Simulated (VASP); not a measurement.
# FeGe (P1) in VASP: further runs

FeGe is run at these levels: r2SCAN; tasks: single point.

Program: VASP 6.6.1. These are calculated values, not measurements. Logs are shortened: lines on timing, memory, paths and dates and some standing lists are left out, and cuts for length are marked.

## 1. The cell of the first run

The typed cell holds 2 atoms: a = 3.022 Å, b = 3.022 Å, c = 3.022 Å, α = 90.00°, β = 90.00°, γ = 90.00°.

## 2. Single point, r2SCAN, collinear spin, ferromagnetic start

POSCAR

```
FeGe
1.0
    3.0222040594      0.0000000000      0.0000000000
    0.0000000000      3.0222040594      0.0000000000
    0.0000000000      0.0000000000      3.0222040594
Fe Ge
1 1
Direct
    0.0000000000      0.0000000000      0.0000000000
    0.4633440200      0.4507515000      0.4535288900
```

INCAR.step1

```
SYSTEM = FeGe
PREC = Accurate
ENCUT = 520
ISMEAR = 0
SIGMA = 0.05
LREAL = .FALSE.
LASPH = .TRUE.
NELM = 150
ISPIN = 2
MAGMOM = 2 0
LMAXMIX = 4
NBANDS = 22
GGA = PE
ALGO = Normal
EDIFF = 1E-4
LWAVE = .TRUE.
LCHARG = .FALSE.
```

INCAR.step2

```
SYSTEM = FeGe
PREC = Accurate
ENCUT = 520
EDIFF = 1E-6
ISMEAR = 0
SIGMA = 0.05
LREAL = .FALSE.
LASPH = .TRUE.
NELM = 150
ALGO = Normal
ISIF = 2
LWAVE = .FALSE.
LCHARG = .FALSE.
ISPIN = 2
MAGMOM = 2 0
LORBIT = 11
LMAXMIX = 4
METAGGA = R2SCAN
LMIXTAU = .TRUE.
NBANDS = 22
ISTART = 1
```

KPOINTS

```
Automatic mesh
0
G
  3 3 3
  0 0 0
```

Potentials or basis: VASP PAW PBE potentials, release 64 (Fe, Ge_d).

Run with:

```bash
cat potpaw_PBE.64/Fe/POTCAR potpaw_PBE.64/Ge_d/POTCAR > POTCAR
cp INCAR.step1 INCAR
mpirun -np 1 vasp_std > vasp.out
cp INCAR.step2 INCAR
mpirun -np 1 vasp_std > vasp.out
```

OUTCAR:

```text
SYSTEM = FeGe
   PREC = Accurate
   ENCUT = 520
   EDIFF = 1E-6
   ISMEAR = 0
   LREAL = .FALSE.
   LASPH = .TRUE.
   NELM = 150
   ISIF = 2
   ISPIN = 2
   LORBIT = 11
   METAGGA = R2SCAN
   ISTART = 1

 ion  position               nearest neighbor table
   1  0.000  0.000  0.000-   2 2.39   2 2.52   2 2.56   2 2.57   2 2.69   2 2.70   2 2.73   2 2.85

   2  0.463  0.451  0.454-   1 2.39   1 2.52   1 2.56   1 2.57   1 2.69   1 2.70   1 2.73   1 2.85

  LATTYP: Found a simple cubic cell.
 ALAT       =     3.0222040594

  Lattice vectors:

 A1 = (   3.0222040594,   0.0000000000,   0.0000000000)
 A2 = (   0.0000000000,   3.0222040594,   0.0000000000)
 A3 = (   0.0000000000,   0.0000000000,   3.0222040594)

Analysis of symmetry for initial positions (statically):
=====================================================================
 Subroutine PRICEL returns:
 Original cell was already a primitive cell.

 Routine SETGRP: Setting up the symmetry group for a
 simple cubic supercell.

 Subroutine GETGRP returns: Found  1 space group operations
 (whereof  1 operations were pure point group operations)
 out of a pool of 48 trial point group operations.

The static configuration has the point symmetry C_1 .

Analysis of symmetry for dynamics (positions and initial velocities):
=====================================================================
 Subroutine PRICEL returns:
 Original cell was already a primitive cell.

 Routine SETGRP: Setting up the symmetry group for a
 simple cubic supercell.

 Subroutine GETGRP returns: Found  1 space group operations
 (whereof  1 operations were pure point group operations)
 out of a pool of 48 trial point group operations.

The dynamic configuration has the point symmetry C_1 .

Analysis of structural, dynamic, and magnetic symmetry:
=====================================================================
 Subroutine PRICEL returns:
 Original cell was already a primitive cell.

 Routine SETGRP: Setting up the symmetry group for a
 simple cubic supercell.

 Subroutine GETGRP returns: Found  1 space group operations
 (whereof  1 operations were pure point group operations)
 out of a pool of 48 trial point group operations.

The overall configuration has the point symmetry C_1 .

 Subroutine INISYM returns: Found  1 space group operations
 (whereof  1 operations are pure point group operations),
 and found     1 'primitive' translations

[... 104 lines left out ...]
  volume/ion in A,a.u.               =      13.80        93.14
  Fermi-wavevector in a.u.,A,eV,Ry     =   1.517837  2.868297 31.345519  2.303831
  Thomas-Fermi vector in A             =   2.627039
   LORBIT       =     11    0 simple, 1 ext, 2 COOP (PROOUT), +10 PAW based schemes
   METAGGA = R2SCAN    functional components
   LHFCALC =     F    Hartree Fock is set to
   AEXX    =    0.0000 exact exchange contribution
   IVDW    =     0    specifies the selected vdW correction
   LEPSILON=     F    determine dielectric tensor
   LRPA    =     F    only Hartree local field effects (RPA)
 spin polarized calculation
 Gauss-broadening in eV      SIGMA  =   0.05
  energy-cutoff  :      520.00
  volume of cell :       27.60
 maximum number of plane-waves:       748
 NGX is ok and might be reduce to    24
   NGX = 11   NGY = 11   NGZ = 11

 number of electron      22.0000002 magnetization      -0.0000000

 number of electron      22.0000002 magnetization       0.0000000

 Free energy of the ion-electron system (eV)
  ---------------------------------------------------
  ext. energy  EPLUGINS =         0.00000000
  ---------------------------------------------------
  free energy    TOTEN  =       -27.23147511 eV

  energy without entropy =      -27.23147511  energy(sigma->0) =      -27.23147511

 E-fermi :   7.0557     XC(G=0): -13.7717

 val. band max:        6.7432700678   @ k =   0.3333   0.0000   0.0000
 cond. band min:       7.3547101950   @ k =   0.3333  -0.3333   0.3333
 fundamental gap:      0.6114401272
 Fermi energy:         7.0556696717

 spin component 1

 k-point     1 :       0.0000    0.0000    0.0000
  band No.  band energies     occupation
      1     -18.3463      1.00000
      2     -18.3440      1.00000
      3     -18.2647      1.00000
      4     -18.2544      1.00000
      5     -18.2523      1.00000
      6      -6.1641      1.00000
[... 339 lines left out ...]
     21      31.7062      0.00000
     22      34.6551      0.00000
 Fermi energy:         7.0556696717

 spin component 2

 k-point     1 :       0.0000    0.0000    0.0000
  band No.  band energies     occupation
      1     -18.3463      1.00000
      2     -18.3440      1.00000
      3     -18.2647      1.00000
      4     -18.2544      1.00000
      5     -18.2523      1.00000
      6      -6.1641      1.00000
[... 339 lines left out ...]
     21      31.7062      0.00000
     22      34.6551      0.00000

------------------------ aborting loop because EDIFF is reached ----------------------------------------

  FORCE on cell =-STRESS in cart. coord.  units (eV):
  Direction    XX          YY          ZZ          XY          YZ          ZX
  --------------------------------------------------------------------------------------
  -------------------------------------------------------------------------------------
  Total       -3.8103949     -3.7997636     -3.8035541      0.4629439      0.5733761      0.4399519
  in kB     -221.1613400   -220.5442861   -220.7642911     26.8699976     33.2796559     25.5355053
  external PRESSURE =    -220.8233057 kB  Pullay stress =       0.0000000 kB

 VOLUME and BASIS-vectors are now :
 -----------------------------------------------------------------------------
  energy-cutoff  :      520.00
  volume of cell :       27.60
      direct lattice vectors                 reciprocal lattice vectors
     3.022204059  0.000000000  0.000000000     0.330884341  0.000000000  0.000000000
     0.000000000  3.022204059  0.000000000     0.000000000  0.330884341  0.000000000
     0.000000000  0.000000000  3.022204059     0.000000000  0.000000000  0.330884341

 POSITION                                       TOTAL-FORCE (eV/Angst)
 -----------------------------------------------------------------------------------
      0.00000      0.00000      0.00000        -0.188181     -0.236934     -0.228562
      1.40032      1.36226      1.37066         0.188181      0.236934      0.228562
 -----------------------------------------------------------------------------------
    total drift:                               -0.006887      0.006782      0.005763

  FREE ENERGIE OF THE ION-ELECTRON SYSTEM (eV)
  ---------------------------------------------------
  free  energy   TOTEN  =       -27.2314751072 eV

  energy  without entropy=      -27.2314751072  energy(sigma->0) =      -27.23147511

 total charge

# of ion       s       p       d       tot
------------------------------------------
    1        0.365   0.414   6.408   7.187
    2        1.068   1.155  10.097  12.320
--------------------------------------------------
tot          1.434   1.569  16.505  19.508

 magnetization (x)

# of ion       s       p       d       tot
------------------------------------------
    1        0.000  -0.000  -0.000  -0.000
    2        0.000   0.000   0.000   0.000
--------------------------------------------------
tot          0.000   0.000  -0.000  -0.000
```

OSZICAR.step1:

```text
N       E                     dE             d eps       ncg     rms          rms(c)
DAV:   1     0.128482885224E+03    0.12848E+03   -0.10438E+04  1512   0.255E+03
DAV:   2     0.576434791739E+00   -0.12791E+03   -0.12044E+03  1250   0.411E+02
DAV:   3    -0.136176308327E+02   -0.14194E+02   -0.13967E+02  1352   0.944E+01
DAV:   4    -0.139214865201E+02   -0.30386E+00   -0.30370E+00  1466   0.150E+01
DAV:   5    -0.139249418470E+02   -0.34553E-02   -0.34551E-02  1430   0.162E+00    0.117E+01
DAV:   6    -0.163496151826E+02   -0.24247E+01   -0.34164E+01  1508   0.515E+01    0.211E+01
DAV:   7    -0.124396053963E+02    0.39100E+01   -0.17368E+01  1478   0.393E+01    0.324E+00
DAV:   8    -0.124333895860E+02    0.62158E-02   -0.29965E-01  1604   0.414E+00    0.252E+00
DAV:   9    -0.124860262437E+02   -0.52637E-01   -0.13495E-01  1928   0.282E+00    0.812E-01
DAV:  10    -0.124873367878E+02   -0.13105E-02   -0.28574E-02  1926   0.106E+00    0.500E-01
DAV:  11    -0.124872138451E+02    0.12294E-03   -0.12650E-02  1744   0.825E-01    0.448E-01
DAV:  12    -0.124882036324E+02   -0.98979E-03   -0.23668E-03  1744   0.367E-01    0.839E-02
DAV:  13    -0.124882302853E+02   -0.26653E-04   -0.12924E-04   974   0.953E-02
   1 F= -.12488230E+02 E0= -.12488230E+02  d E =-.607191E-11  mag=     0.0008
```

It took 30 s on 1 thread of AMD EPYC 9R45 (Zen 5), shared host; peak memory 0.13 GiB.

Results:

| Item | Value |
| --- | --- |
| Free energy | -27.2315 eV |
| Pressure | -22.1 GPa |
| Largest force | 0.379 eV/Å |
| Band gap on the k mesh | 0.61 eV, indirect (least direct gap 0.76 eV) |
| Net moment | 0.00 μB per cell |
| Valence electrons inside the program's atomic spheres | Fe 7.19; Ge 12.32 |

Forces on the atoms (eV/Å):
```
Fe  -0.188 -0.237 -0.229
Ge   0.188  0.237  0.229
```

Stress tensor (GPa, compression positive):
```
-22.12   2.69   2.55
  2.69 -22.05   3.33
  2.55   3.33 -22.08
```

Caveat: the k points lie up to 0.69 Å⁻¹ apart; the starting moments collapsed, and a magnetic state may lie lower; the PAW data sets were made with another functional, which shifts forces and pressure a little. r2SCAN opens gaps a little over a GGA but as a rule still falls short of measured ones.

## 3. Single point, r2SCAN, collinear spin, ferromagnetic start

POSCAR is that of step 2.

INCAR.step1

```
SYSTEM = FeGe
ALGO = Normal
EDIFF = 1E-4
ENCUT = 520
GGA = PE
ISMEAR = 0
ISPIN = 2
LASPH = .TRUE.
LCHARG = .FALSE.
LMAXMIX = 4
LREAL = .FALSE.
LWAVE = .TRUE.
MAGMOM = 4 0
NBANDS = 22
NELM = 150
PREC = Accurate
SIGMA = 0.05
```

INCAR.step2

```
SYSTEM = FeGe
ALGO = Normal
EDIFF = 1E-6
ENCUT = 520
ISIF = 2
ISMEAR = 0
ISPIN = 2
ISTART = 1
LASPH = .TRUE.
LCHARG = .TRUE.
LELF = .TRUE.
LMAXMIX = 4
LMIXTAU = .TRUE.
LORBIT = 11
LREAL = .FALSE.
LVHAR = .TRUE.
LWAVE = .FALSE.
MAGMOM = 4 0
METAGGA = R2SCAN
NBANDS = 22
NELM = 150
PREC = Accurate
SIGMA = 0.05
```

KPOINTS

```
k-points
0
G
  3 3 3
  0 0 0
```

Potentials or basis: VASP PAW PBE potentials, release 64 (Fe, Ge_d).

Run with:

```bash
cat potpaw_PBE.64/Fe/POTCAR potpaw_PBE.64/Ge_d/POTCAR > POTCAR
cp INCAR.step1 INCAR
mpirun -np 1 vasp_std > vasp.out
cp INCAR.step2 INCAR
mpirun -np 1 vasp_std > vasp.out
```

OUTCAR:

```text
SYSTEM = FeGe
   EDIFF = 1E-6
   ENCUT = 520
   ISIF = 2
   ISMEAR = 0
   ISPIN = 2
   ISTART = 1
   LASPH = .TRUE.
   LORBIT = 11
   LREAL = .FALSE.
   METAGGA = R2SCAN
   NELM = 150
   PREC = Accurate

 ion  position               nearest neighbor table
   1  0.000  0.000  0.000-   2 2.39   2 2.52   2 2.56   2 2.57   2 2.69   2 2.70   2 2.73   2 2.85

   2  0.463  0.451  0.454-   1 2.39   1 2.52   1 2.56   1 2.57   1 2.69   1 2.70   1 2.73   1 2.85

  LATTYP: Found a simple cubic cell.
 ALAT       =     3.0222040594

  Lattice vectors:

 A1 = (   3.0222040594,   0.0000000000,   0.0000000000)
 A2 = (   0.0000000000,   3.0222040594,   0.0000000000)
 A3 = (   0.0000000000,   0.0000000000,   3.0222040594)

Analysis of symmetry for initial positions (statically):
=====================================================================
 Subroutine PRICEL returns:
 Original cell was already a primitive cell.

 Routine SETGRP: Setting up the symmetry group for a
 simple cubic supercell.

 Subroutine GETGRP returns: Found  1 space group operations
 (whereof  1 operations were pure point group operations)
[... 877 lines left out ...]
     21      32.0615      0.00000
     22      34.7083      0.00000

------------------------ aborting loop because EDIFF is reached ----------------------------------------

  FORCE on cell =-STRESS in cart. coord.  units (eV):
  Direction    XX          YY          ZZ          XY          YZ          ZX
  --------------------------------------------------------------------------------------
  -------------------------------------------------------------------------------------
  Total       -0.8866338     -0.9950546     -0.9469390      0.4121363      0.5152860      0.3763609
  in kB      -51.4616255    -57.7545413    -54.9618347     23.9210448     29.9080122     21.8445832
  external PRESSURE =     -54.7260005 kB  Pullay stress =       0.0000000 kB

 VOLUME and BASIS-vectors are now :
 -----------------------------------------------------------------------------
  energy-cutoff  :      520.00
  volume of cell :       27.60
      direct lattice vectors                 reciprocal lattice vectors
     3.022204059  0.000000000  0.000000000     0.330884341  0.000000000  0.000000000
     0.000000000  3.022204059  0.000000000     0.000000000  0.330884341  0.000000000
     0.000000000  0.000000000  3.022204059     0.000000000  0.000000000  0.330884341

 POSITION                                       TOTAL-FORCE (eV/Angst)
 -----------------------------------------------------------------------------------
      0.00000      0.00000      0.00000        -0.448105     -0.577764     -0.553764
      1.40032      1.36226      1.37066         0.448105      0.577764      0.553764
 -----------------------------------------------------------------------------------
    total drift:                               -0.005538      0.005293      0.004861

  FREE ENERGIE OF THE ION-ELECTRON SYSTEM (eV)
  ---------------------------------------------------
  free  energy   TOTEN  =       -27.4532152687 eV

  energy  without entropy=      -27.4513607451  energy(sigma->0) =      -27.45228801

 total charge

# of ion       s       p       d       tot
------------------------------------------
    1        0.387   0.404   6.328   7.119
    2        1.139   1.199  10.076  12.414
--------------------------------------------------
tot          1.526   1.603  16.403  19.533

 magnetization (x)

# of ion       s       p       d       tot
------------------------------------------
    1        0.010   0.009   1.956   1.975
    2        0.048  -0.045  -0.011  -0.008
--------------------------------------------------
tot          0.058  -0.036   1.945   1.967
```

Run time: 32 s. Hardware: 1 thread of AMD EPYC 9R45 (Zen 5), shared host; peak memory 0.13 GiB.

Results:

| Item | Value |
| --- | --- |
| Free energy | -27.4532 eV |
| Pressure | -5.5 GPa |
| Largest force | 0.917 eV/Å |
| Net moment | 1.93 μB per cell |
| Site moments | Fe +1.98; Ge -0.01 μB |
| Valence electrons inside the program's atomic spheres | Fe 7.12; Ge 12.41 |

Forces on the atoms (eV/Å):
```
Fe  -0.448 -0.578 -0.554
Ge   0.448  0.578  0.554
```

Levels at points of the mesh, in eV from the Fermi level:
Spin up:
| k point | band 8 | band 9 | band 10 | band 11 | band 12 | band 13 | band 14 | band 15 | band 16 | band 17 |
| --- | --- | --- | --- | --- | --- | --- | --- | --- | --- | --- |
| (0.00, 0.00, 0.00) | -3.72 | -1.73 | -1.69 | -1.68 | 3.11 | 3.17 | 3.21 | 8.43 | 9.07 | 9.12 |
Spin down:
```tsv
k point	band 6	band 7	band 8	band 9	band 10	band 11	band 12	band 13	band 14	band 15
(0.00, 0.00, 0.00)	-13.32	-1.26	-1.23	0.15	0.40	0.41	3.26	3.31	3.33	9.14
```

Caveat: the k points lie up to 0.69 Å⁻¹ apart; the PAW data sets were made with another functional, which shifts forces and pressure a little.
